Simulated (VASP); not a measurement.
## Yb: single point with PBE

Crystal: Yb.

```
CELL_PARAMETERS angstrom
0.00000 2.61158 2.61158
2.61158 0.00000 2.61158
2.61158 2.61158 0.00000
ATOMIC_POSITIONS crystal
Yb 0.00000 0.00000 0.00000
```

- Program: VASP 6.6.1
- Task: single point
- Functional: PBE
- Potentials or basis: VASP PAW PBE potentials, release 64 (Yb)
- Cutoff: 520 eV
- k mesh: 17 × 17 × 17
- Occupations: fermi-dirac, width 0.05 eV
- Spin: collinear spin, ferromagnetic start
- Starting moments: [1.0] μB

```json
{
  "Pressure": "0.6 GPa",
  "Band gap on the k mesh": "zero (filled and empty bands overlap)",
  "Net moment": "0.00 μB per cell",
  "Valence electrons inside the program's atomic spheres": "Yb 22.10"
}
```

Levels at points of the mesh, in eV from the Fermi level:
Spin up:
| k point | band 10 | band 11 | band 12 | band 13 | band 14 | band 15 |
| --- | --- | --- | --- | --- | --- | --- |
| (0.00, 0.00, 0.00) | -0.31 | -0.31 | -0.31 | 2.84 | 2.84 | 2.84 |
Spin down:
| k point | band 9 | band 10 | band 11 | band 12 | band 13 | band 14 | band 15 | band 16 |
| --- | --- | --- | --- | --- | --- | --- | --- | --- |
| (0.00, 0.00, 0.00) | -0.40 | -0.31 | -0.31 | -0.31 | 2.84 | 2.84 | 2.84 | 4.99 |

It took 8.6 min on 1 thread of Intel(R) Xeon(R) 6975P-C (Granite Rapids), on a shared host, peak memory 0.37 GiB.

Caveat: spin-orbit coupling is left out, which moves the levels of the heavy elements. The state reached can hang on the start; a lower one may exist.
